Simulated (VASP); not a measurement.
Wanted: the native input for a VASP 6.6.1 run.

| Item | Value |
| --- | --- |
| Task | single point |
| Functional | PBE0 |
| Potentials or basis | VASP PAW PBE potentials, release 64 (Ba_sv, Te) |
| Cutoff | 520 eV |
| k mesh | 4 × 4 × 4 |
| Occupations | fermi-dirac, width 0.05 eV |
| Spin | no spin polarisation |
| Dipole correction | no |
| Grid for exact exchange (PRECFOCK) | Normal |
| Further INCAR settings | ALGO = Normal; EDIFF = 1e-06; NBANDS = 15 |
| Share of exact exchange | 0.25 |

The system is BaTe.

```
Ba Te
1.0
     0.00000    3.41000    3.41000
     3.41000    0.00000    3.41000
     3.41000    3.41000    0.00000
Ba Te
1 1
Direct
  0.00000 0.00000 0.00000
  0.50000 0.50000 0.50000
```

The input as run:

POSCAR

```
BaTe
1.0
    0.0000000000      3.4100000000      3.4100000000
    3.4100000000      0.0000000000      3.4100000000
    3.4100000000      3.4100000000      0.0000000000
Ba Te
1 1
Direct
    0.0000000000      0.0000000000      0.0000000000
    0.5000000000      0.5000000000      0.5000000000
```

INCAR.step1

```
PREC = Accurate ; ENCUT = 520
EDIFF = 1E-5 ; ISMEAR = -1
SIGMA = 0.05 ; LREAL = F
LASPH = T ; NELM = 100
ALGO = Normal ; ISIF = 2
LWAVE = T ; LCHARG = F
NBANDS = 15 ; GGA = PE
```

INCAR.step2

```
PREC = Accurate ; ENCUT = 520
EDIFF = 1E-6 ; ISMEAR = -1
SIGMA = 0.05 ; LREAL = F
LASPH = T ; NELM = 100
ALGO = Normal ; ISIF = 2
LWAVE = F ; LCHARG = F
GGA = PE ; LHFCALC = T
AEXX = 0.25 ; PRECFOCK = Normal
NBANDS = 15 ; ISTART = 1
```

KPOINTS

```
Automatic mesh
0
Gamma
  4 4 4
```

Potentials or basis: VASP PAW PBE potentials, release 64 (Ba_sv, Te).

Command:

```sh
$ cat potpaw_PBE.64/Ba_sv/POTCAR potpaw_PBE.64/Te/POTCAR > POTCAR
$ cp INCAR.step1 INCAR
$ mpirun -np 1 vasp_std > vasp.out
$ cp INCAR.step2 INCAR
$ mpirun -np 1 vasp_std > vasp.out
```

Results of the run:

The pressure is 3.9 GPa and the band gap on the k mesh is 2.72 eV (least direct gap 3.16 eV).

Caveat: the cell stands under pressure; the PAW data sets were made with another functional, which shifts forces and pressure a little; spin-orbit coupling is left out, which moves the levels of the heavy elements.

It took 14 min on 1 thread of Intel Xeon 8259CL (shared host), peak memory 0.22 GiB.
